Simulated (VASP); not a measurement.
Here is a VASP 6.6.1 calculation.

File INCAR:

```
  PREC = Accurate
  ENCUT = 520
  EDIFF = 1E-7
  ISMEAR = -1
  SIGMA = 0.05
  LREAL = False
  LASPH = True
  NELM = 80
  ALGO = Normal
  ISIF = 2
  LWAVE = False
  LCHARG = True
  GGA = PS
  LELF = True
  LVHAR = True
  NBANDS = 16
```

KPOINTS

```
regular mesh
0
Gamma
  10 10 10
```

POSCAR

```
GaSb
1.0
   -2.7716691937      2.7716691937      1.6012417905
    2.7716691937     -2.7716691937      1.6012417905
    2.7716691937      2.7716691937     -1.6012417905
Sb Ga
1 1
Direct
    0.0000000000      0.0000000000      0.0000000000
    0.7500000000      0.2500000000      0.5000000000
```

Potentials or basis: VASP PAW PBE potentials, release 64 (Sb, Ga_d).

Command:

```bash
$ cat potpaw_PBE.64/Sb/POTCAR potpaw_PBE.64/Ga_d/POTCAR > POTCAR
$ mpirun -np 1 vasp_std > vasp.out
```

Question: What does it give for the pressure?

Answer: -3.7 GPa.

Question: Estimate the band gap on the k mesh.

Answer: Zero (band 9 reaches 7.98 eV, above the bottom of band 10 at 3.54 eV).

Stress tensor (GPa, compression positive):
```
-3.53  0.00  0.00
 0.00 -3.53  0.00
 0.00  0.00 -4.11
```

Caveat: the PAW data sets were made with another functional, which shifts forces and pressure a little; spin-orbit coupling is left out, which moves the levels of the heavy elements.
